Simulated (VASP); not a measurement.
# Al (Im-3m) in VASP: a series of runs

Aim: see how the results for Al move with the level of theory and the settings. Levels: LDA, BLYP, PBEsol. Tasks: single point.

Program: VASP 6.6.1. These are calculated values, not measurements. Logs are shortened: lines on timing, memory, paths and dates and some standing lists are left out, and cuts for length are marked.

### 1 The cell of the first run

The structure is cubic, space group Im-3m (No. 229). Conventional cell: a = 3.182 Å, b = 3.182 Å, c = 3.182 Å, α = 90.00°, β = 90.00°, γ = 90.00°. Al (site symmetry m-3m) has 14 Al at 2.76 to 3.18 Å within 3.6 Å.

### 2 Single point, LDA

File INCAR:

```
ALGO     = Normal         # electronic algorithm
EDIFF    = 1E-6           # SCF threshold, eV
ENCUT    = 520            # plane-wave cutoff, eV
GGA      = CA             # functional
ISIF     = 2              # what is computed and relaxed
ISMEAR   = -1             # smearing method
LASPH    = T              # aspherical terms in the spheres
LCHARG   = F              # write CHGCAR
LREAL    = F              # projectors in reciprocal space
LWAVE    = F              # write WAVECAR
NBANDS   = 8              # bands
NELM     = 100            # most SCF steps
PREC     = Accurate       # precision mode
SIGMA    = 0.1            # smearing width, eV
```

File KPOINTS:

```
k-points
0
Gamma
  14 14 14
```

File POSCAR:

```
Al
1.0
   -1.5912200000      1.5912200000      1.5912200000
    1.5912200000     -1.5912200000      1.5912200000
    1.5912200000      1.5912200000     -1.5912200000
Al
1
Direct
    0.0000000000      0.0000000000      0.0000000000
```

Potentials or basis: VASP PAW LDA potentials, release 64 (Al).

On the command line:

```console
$ cat potpaw_LDA.64/Al/POTCAR > POTCAR
$ mpirun -np 1 vasp_std > vasp.out
```

OUTCAR:

```text
EDIFF = 1E-6
   ENCUT = 520
   GGA = CA
   ISIF = 2
   ISMEAR = -1
   LASPH = T
   LREAL = F
   NELM = 100
   PREC = Accurate

 ion  position               nearest neighbor table
   1  0.000  0.000  0.000-

  LATTYP: Found a body centered cubic cell.
 ALAT       =     3.1824400000

  Lattice vectors:

 A1 = (  -1.5912200000,   1.5912200000,   1.5912200000)
 A2 = (   1.5912200000,  -1.5912200000,   1.5912200000)
 A3 = (   1.5912200000,   1.5912200000,  -1.5912200000)

Analysis of symmetry for initial positions (statically):
=====================================================================
 Subroutine PRICEL returns:
 Original cell was already a primitive cell.

 Routine SETGRP: Setting up the symmetry group for a
 body centered cubic supercell.

 Subroutine GETGRP returns: Found 48 space group operations
 (whereof 48 operations were pure point group operations)
 out of a pool of 48 trial point group operations.

The static configuration has the point symmetry O_h .

Analysis of symmetry for dynamics (positions and initial velocities):
=====================================================================
 Subroutine PRICEL returns:
 Original cell was already a primitive cell.

 Routine SETGRP: Setting up the symmetry group for a
 body centered cubic supercell.

 Subroutine GETGRP returns: Found 48 space group operations
 (whereof 48 operations were pure point group operations)
 out of a pool of 48 trial point group operations.

The dynamic configuration has the point symmetry O_h .

 Subroutine INISYM returns: Found 48 space group operations
 (whereof 48 operations are pure point group operations),
 and found     1 'primitive' translations

----------------------------------------------------------------------------------------

                                     Primitive cell

  volume of cell :      16.1158

  direct lattice vectors                    reciprocal lattice vectors
    -1.591220000  1.591220000  1.591220000     0.000000000  0.314224306  0.314224306
     1.591220000 -1.591220000  1.591220000     0.314224306  0.000000000  0.314224306
     1.591220000  1.591220000 -1.591220000     0.314224306  0.314224306  0.000000000

  length of vectors
     2.756073886  2.756073886  2.756073886     0.444380275  0.444380275  0.444380275

  position of ions in fractional coordinates (direct lattice)
     0.000000000  0.000000000  0.000000000

  ion indices of the primitive-cell ions
   primitive index   ion index
[... 73 lines left out ...]
   EDIFF  = 0.1E-05   stopping-criterion for ELM
   LREAL  =      F    real-space projection
   EDIFFG = 0.1E-04   stopping-criterion for IOM
   NSW    =      0    number of steps for IOM
   IBRION =     -1    ionic relax: 0-MD 1-quasi-New 2-CG
   NFREE  =      0    steps in history (QN), initial steepest desc. (CG)
   ISIF   =      2    stress and relaxation
   ISYM   =      2    0-nonsym 1-usesym 2-fastsym
   POTIM  = 0.5000    time-step for ionic-motion
   TEBEG  =    0.0;   TEEND  =   0.0 temperature during run
   PSTRESS=    0.0 pullay stress
   NELECT =       3.0000    total number of electrons
   NUPDOWN=      -1.0000    fix difference up-down
   EMIN   =  10.00;   EMAX   =-10.00  energy-range for DOS
   EFERMI =   0.00;   METHOD = LEGACY
   ISMEAR =    -1;   SIGMA  =   0.10  broadening in eV -4-tet -1-fermi 0-gaus
   EFERMI_NEDOS =   21; number of points for ismear=-14 and -15
   IALGO  =     38    algorithm
   IMIX   =      4    mixing-type and parameters
     AMIX     =   0.40;   BMIX     =  1.00
     AMIX_MAG =   1.60;   BMIX_MAG =  1.00
  volume/ion in A,a.u.               =      16.12       108.75
  Fermi-wavevector in a.u.,A,eV,Ry     =   0.934756  1.766433 11.888351  0.873769
  Thomas-Fermi vector in A             =   2.061594
   LORBIT       =      0    0 simple, 1 ext, 2 COOP (PROOUT), +10 PAW based schemes
   GGA     = CA    functional components
   LHFCALC =     F    Hartree Fock is set to
   AEXX    =    0.0000 exact exchange contribution
   IVDW    =     0    specifies the selected vdW correction
   LEPSILON=     F    determine dielectric tensor
   LRPA    =     F    only Hartree local field effects (RPA)
 non-spin polarized calculation
  energy-cutoff  :      520.00
  volume of cell :       16.12
 maximum number of plane-waves:       466
   NGX = 11   NGY = 11   NGZ = 11

 number of electron       3.0000000 magnetization

 Free energy of the ion-electron system (eV)
  ---------------------------------------------------
  ext. energy  EPLUGINS =         0.00000000
  ---------------------------------------------------
  free energy    TOTEN  =        -4.10187813 eV

  energy without entropy =       -4.08918583  energy(sigma->0) =       -4.09553198

 E-fermi :   8.0454     XC(G=0): -10.4346

 val. band max:        7.8322127026   @ k =   0.2857   0.1429   0.0714
 cond. band min:       8.0744571245   @ k =   0.2857   0.2857   0.0000
 fundamental gap:      0.2422444219
 Fermi energy:         8.0453664626

 k-point     1 :       0.0000    0.0000    0.0000
  band No.  band energies     occupation
      1      -3.2201      2.00000
      2      21.3747      0.00000
      3      21.3747      0.00000
      4      21.3747      0.00000
      5      22.8124      0.00000
      6      22.8124      0.00000
      7      22.8124      0.00000
      8      24.5059      0.00000
[... 243 lines left out ...]
 k-point    24 :       0.3571    0.2857    0.0000
  band No.  band energies     occupation
      1       5.3254      2.00000
      2       5.8012      2.00000
      3       7.6826      1.94821
      4      15.2732      0.00000
      5      22.9631      0.00000
      6      24.6168      0.00000
      7      24.6995      0.00000
      8      30.4446      0.00000

 [... further k-points ...]

------------------------ aborting loop because EDIFF is reached ----------------------------------------

  FORCE on cell =-STRESS in cart. coord.  units (eV):
  Direction    XX          YY          ZZ          XY          YZ          ZX
  --------------------------------------------------------------------------------------
  -------------------------------------------------------------------------------------
  Total        0.0657654      0.0657654      0.0657654      0.0000000      0.0000000     -0.0000000
  in kB        6.5381910      6.5381910      6.5381910      0.0000000      0.0000000     -0.0000000
  external PRESSURE =       6.5381910 kB  Pullay stress =       0.0000000 kB

 VOLUME and BASIS-vectors are now :
 -----------------------------------------------------------------------------
  energy-cutoff  :      520.00
  volume of cell :       16.12
      direct lattice vectors                 reciprocal lattice vectors
    -1.591220000  1.591220000  1.591220000     0.000000000  0.314224306  0.314224306
     1.591220000 -1.591220000  1.591220000     0.314224306  0.000000000  0.314224306
     1.591220000  1.591220000 -1.591220000     0.314224306  0.314224306  0.000000000

 POSITION                                       TOTAL-FORCE (eV/Angst)
 -----------------------------------------------------------------------------------
      0.00000      0.00000      0.00000         0.000000      0.000000      0.000000
 -----------------------------------------------------------------------------------
    total drift:                                0.000000      0.000000      0.000000

  FREE ENERGIE OF THE ION-ELECTRON SYSTEM (eV)
  ---------------------------------------------------
  free  energy   TOTEN  =        -4.1018781333 eV

  energy  without entropy=       -4.0891858288  energy(sigma->0) =       -4.09553198
```

OSZICAR:

```text
N       E                     dE             d eps       ncg     rms          rms(c)
DAV:   1    -0.259461473900E+01   -0.25946E+01   -0.91845E+02  1672   0.208E+02
DAV:   2    -0.412425744137E+01   -0.15296E+01   -0.14472E+01  2280   0.190E+01
DAV:   3    -0.413211097402E+01   -0.78535E-02   -0.78502E-02  2008   0.153E+00
DAV:   4    -0.413212321120E+01   -0.12237E-04   -0.12236E-04  2520   0.628E-02
DAV:   5    -0.413212322961E+01   -0.18410E-07   -0.18587E-07  2024   0.148E-03    0.134E+00
DAV:   6    -0.411358197386E+01    0.18541E-01   -0.29626E-03  1856   0.209E-01    0.747E-01
DAV:   7    -0.410190363164E+01    0.11678E-01   -0.72735E-03  1848   0.321E-01    0.157E-01
DAV:   8    -0.410187819841E+01    0.25433E-04   -0.31472E-05  2200   0.360E-02    0.133E-02
DAV:   9    -0.410187813329E+01    0.65122E-07   -0.16294E-07  2144   0.201E-03
   1 F= -.41018781E+01 E0= -.40955320E+01  d E =-.126923E-01
```

Run time: 10 s. Hardware: 1 thread of Intel Xeon Platinum 8488C (Sapphire Rapids), shared host; peak memory 0.11 GiB.

Results:

```
Free energy : -4.1019 eV
Pressure    : 0.7 GPa
```

Levels at points of the mesh, in eV from the Fermi level:
| k point | band 1 | band 2 | band 3 | band 4 |
| --- | --- | --- | --- | --- |
| (0.00, 0.00, 0.00) | -11.27 | 13.33 | 13.33 | 13.33 |
| (0.50, 0.00, 0.00) | -4.37 | -3.91 | 8.21 | 8.33 |
| (0.50, 0.50, 0.50) | 1.88 | 1.88 | 1.88 | 3.01 |

### 3 Single point, BLYP

File INCAR:

```
PREC = Accurate
ENCUT = 520
EDIFF = 1E-6
ISMEAR = -1
SIGMA = 0.1
LREAL = False
LASPH = True
NELM = 100
ALGO = Normal
ISIF = 2
LWAVE = False
LCHARG = False
GGA = B5
ALDAX = 1.0
AGGAX = 1.0
AGGAC = 1.0
ALDAC = 0.0
NBANDS = 8
```

File KPOINTS:

```
Automatic mesh
0
Gamma
  14 14 14
```

POSCAR is that of step 2.

Potentials or basis: VASP PAW PBE potentials, release 64 (Al).

On the command line:

```console
$ cat potpaw_PBE.64/Al/POTCAR > POTCAR
$ mpirun -np 1 vasp_std > vasp.out
```

It took 13 s on 1 thread of Intel Xeon Platinum 8488C (Sapphire Rapids), shared host; peak memory 0.12 GiB.

Results (log left out):

```yaml
Free_energy: -2.5876 eV
Pressure: 7.9 GPa
```

Levels at points of the mesh, in eV from the Fermi level:
| k point | band 1 | band 2 | band 3 | band 4 | band 5 | band 6 |
| --- | --- | --- | --- | --- | --- | --- |
| (0.00, 0.00, 0.00) | -11.28 | 13.32 | 13.32 | 13.32 | 14.75 | 14.75 |
| (0.50, 0.00, 0.00) | -4.35 | -3.94 | 8.16 | 8.35 | 10.15 | 11.57 |
| (0.50, 0.50, 0.50) | 1.84 | 1.84 | 1.84 | 3.13 | 3.13 | 5.56 |

Caveat: the PAW data sets were made with another functional, which shifts forces and pressure a little.

### 4 Single point, PBEsol

File INCAR:

```
PREC     = Accurate       # precision mode
ENCUT    = 520            # plane-wave cutoff, eV
EDIFF    = 1E-6           # SCF threshold, eV
ISMEAR   = -1             # smearing method
SIGMA    = 0.1            # smearing width, eV
LREAL    = False          # projectors in reciprocal space
LASPH    = True           # aspherical terms in the spheres
NELM     = 100            # most SCF steps
ALGO     = Normal         # electronic algorithm
ISIF     = 2              # what is computed and relaxed
LWAVE    = False          # write WAVECAR
LCHARG   = False          # write CHGCAR
GGA      = PS             # functional
NBANDS   = 8              # bands
```

File KPOINTS:

```
regular mesh
0
Gamma
  14 14 14
```

POSCAR is that of step 3.

On the command line:

```console
$ cat potpaw_PBE.64/Al/POTCAR > POTCAR
$ mpirun -np 1 vasp_std > vasp.out
```

Run time: 9 s. Hardware: 1 thread of Intel Xeon Platinum 8488C (Sapphire Rapids), shared host; peak memory 0.12 GiB.

The run converged. Its results:

```
Free energy : -4.0009 eV
Pressure    : 2.4 GPa
```

Levels at points of the mesh, in eV from the Fermi level:
| k point | band 1 | band 2 | band 3 | band 4 | band 5 | band 6 |
| --- | --- | --- | --- | --- | --- | --- |
| (0.00, 0.00, 0.00) | -11.30 | 13.38 | 13.38 | 13.38 | 15.02 | 15.02 |
| (0.50, 0.00, 0.00) | -4.41 | -3.89 | 8.31 | 8.33 | 10.13 | 11.61 |
| (0.50, 0.50, 0.50) | 1.90 | 1.90 | 1.90 | 2.93 | 2.93 | 5.87 |

Caveat: the PAW data sets were made with another functional, which shifts forces and pressure a little.

### 5 Summary

```csv
level,potentials or basis,gap on the mesh (eV),pressure (GPa)
LDA,"VASP PAW LDA potentials, release 64 (Al)",none,0.7
BLYP,"VASP PAW PBE potentials, release 64 (Al)",none,7.9
PBEsol,"VASP PAW PBE potentials, release 64 (Al)",none,2.4
```

Alike in all rows: task single point; no spin polarisation; cell as given; k mesh 14 × 14 × 14; cutoff (eV) 520; smearing fermi-dirac 0.1 eV.

Caveats: the PAW data sets were made with another functional, which shifts forces and pressure a little (some runs).

Absolute energies hang on the potentials; compare differences alone.
